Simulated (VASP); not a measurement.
# MgO: single point with PBE

MgO:

```
Mg O
1.0
     3.28822    0.00000    0.00000
    -1.64411    2.84768    0.00000
     0.00000    0.00000    5.23574
Mg O
2 2
Direct
  0.33333 0.66667 0.99538
  0.66667 0.33333 0.49538
  0.33333 0.66667 0.37962
  0.66667 0.33333 0.87962
```

This cell differs from its parent crystal: uniaxial z strain +4.0%.

- Program: VASP 6.6.1
- Task: single point
- Functional: PBE
- Potentials or basis: VASP PAW PBE potentials, release 64 (Mg, O)
- Cutoff: 520 eV
- k mesh: 12 × 12 × 6
- Occupations: fermi-dirac, width 0.02 eV
- Spin: no spin polarisation
- Dipole correction: no
- Further INCAR settings: ALGO = Normal; EDIFF = 1e-06; NBANDS = 16

| Quantity | Value |
| --- | --- |
| Pressure | -0.7 GPa |
| Band gap on the k mesh | 3.47 eV |

Stress tensor (GPa, compression positive):
```
 0.02  0.00  0.00
 0.00  0.02  0.00
 0.00  0.00 -2.27
```

Levels at points of the mesh, in eV from the valence-band top:
```tsv
k point	band 5	band 6	band 7	band 8	band 9	band 10	band 11	band 12
(0.00, 0.00, 0.00)	-0.40	-0.16	-0.16	0.00	3.47	8.41	9.87	14.48
(0.50, 0.00, 0.00)	-1.51	-0.93	-0.67	-0.31	7.89	7.92	9.13	10.62
(0.00, 0.00, 0.50)	-0.28	-0.28	-0.28	-0.28	5.86	5.86	12.73	12.73
(0.50, 0.00, 0.50)	-0.63	-0.63	-0.61	-0.61	7.36	7.36	10.70	10.70
```

Run time: 51 s on 1 thread of Intel Xeon 8259CL (shared host), peak memory 0.19 GiB.

Caveat: the cell differs from its parent crystal (uniaxial z strain +4.0%). A k mesh can miss the band edges.
